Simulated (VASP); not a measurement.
**Sr: single point with PBEsol**

Crystal: Sr.

```xyz
3
Lattice="7.0660 0.0000 0.0000 -3.5330 6.1193 0.0000 0.0000 0.0000 3.8166" Properties=species:S:1:pos:R:3 pbc="T T T"
Sr   -2.3522    4.0741    0.0000
Sr    1.1808    2.0452    0.1500
Sr    4.7044    0.0000    0.0000
```

This cell differs from its parent crystal: one atom moved.

```
Program                : VASP 6.6.1
Task                   : single point
Functional             : PBEsol
Potentials or basis    : VASP PAW PBE potentials, release 64 (Sr_sv)
Cutoff                 : 520 eV
k mesh                 : 6 × 6 × 10
Occupations            : gaussian, width 0.1 eV
Spin                   : no spin polarisation
Dipole correction      : no
Further INCAR settings : ALGO = Fast; EDIFF = 1e-06; NBANDS = 22
```

| Quantity | Value |
| --- | --- |
| Pressure | -0.5 GPa |
| Largest force | 0.084 eV/Å |
| Band gap on the k mesh | zero (bands 15 and 16 overlap by 0.69 eV) |

Forces in eV/Å, atoms in the order of the input:
```
Sr  -0.007  0.012 -0.041
Sr  -0.007 -0.012  0.083
Sr   0.014  0.000 -0.041
```

Stress tensor (GPa, compression positive):
```
-0.59  0.00  0.00
 0.00 -0.59  0.00
 0.00  0.00 -0.41
```

Levels at points of the mesh, in eV from the Fermi level:
```
           k point  band 13  band 14  band 15  band 16  band 17  band 18
(0.00, 0.00, 0.00)    -3.55     0.12     0.12     0.12     0.12     0.24
(0.50, 0.00, 0.00)    -2.33    -2.33    -1.07     0.11     0.94     0.95
(0.50, 0.50, 0.00)    -2.33    -2.33    -1.07     0.11     0.94     0.95
(0.00, 0.00, 0.50)    -1.38    -0.22     0.45     0.46     0.47     0.48
(0.50, 0.00, 0.50)    -0.34    -0.30    -0.29     0.01     0.01     0.49
(0.50, 0.50, 0.50)    -0.34    -0.29    -0.29     0.00     0.02     0.49
```

Wall time 7.9 min on 1 thread of Intel(R) Xeon(R) Platinum 8259CL CPU @ 2.50GHz (Skylake/Cascade Lake) (shared host), peak memory 0.48 GiB.

Caveat: the cell differs from its parent crystal (one atom moved); the PAW data sets were made with another functional, which shifts forces and pressure a little.
